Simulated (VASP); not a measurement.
Wanted: the native input for a VASP 6.6.1 run.

```
Task                   : single point
Functional             : PBEsol
Dispersion             : D4
Potentials or basis    : VASP PAW PBE potentials, release 64 (Na_pv)
Cutoff                 : 520 eV
k mesh                 : 9 × 9 × 9
Occupations            : methfessel-paxton, width 0.1 eV
Spin                   : no spin polarisation
Dipole correction      : no
Further INCAR settings : ALGO = Normal; EDIFF = 1e-06; NBANDS = 10
```

The structure of Na lies in POSCAR:

```
Na
1.0
    3.6058889409     -0.0000000001     -0.0000000002
   -1.2019629802      3.3996646965     -0.0000000003
   -1.2019629802     -1.6998323479      2.9441959917
Na
1
Direct
    0.0000000000      0.0000000000      0.0000000000
```

The input as run:

INCAR

```
SYSTEM = Na
PREC = Accurate ; ENCUT = 520
EDIFF = 1E-6 ; ISMEAR = 1
SIGMA = 0.1 ; LREAL = .False.
LASPH = .True. ; NELM = 60
ALGO = Normal ; ISIF = 2
LWAVE = .False. ; LCHARG = .True.
GGA = PS ; IVDW = 13
LELF = .True. ; LVHAR = .True.
NBANDS = 10
```

KPOINTS

```
Automatic mesh
0
Gamma
  9 9 9
  0 0 0
```

Potentials or basis: VASP PAW PBE potentials, release 64 (Na_pv).

The run is started by

```console
$ cat potpaw_PBE.64/Na_pv/POTCAR > POTCAR
$ mpirun -np 1 vasp_std > vasp.out
```

It gave:

```
Pressure                   : 0.0 GPa
Dispersion energy per atom : -0.008 eV
```

Caveat: the PAW data sets were made with another functional, which shifts forces and pressure a little; pairwise dispersion overbinds metals, which lowers pressure and volume.

It took 6.9 s on 1 thread of Intel(R) Xeon(R) Platinum 8259CL CPU @ 2.50GHz (Skylake/Cascade Lake) (shared host), peak memory 0.15 GiB.
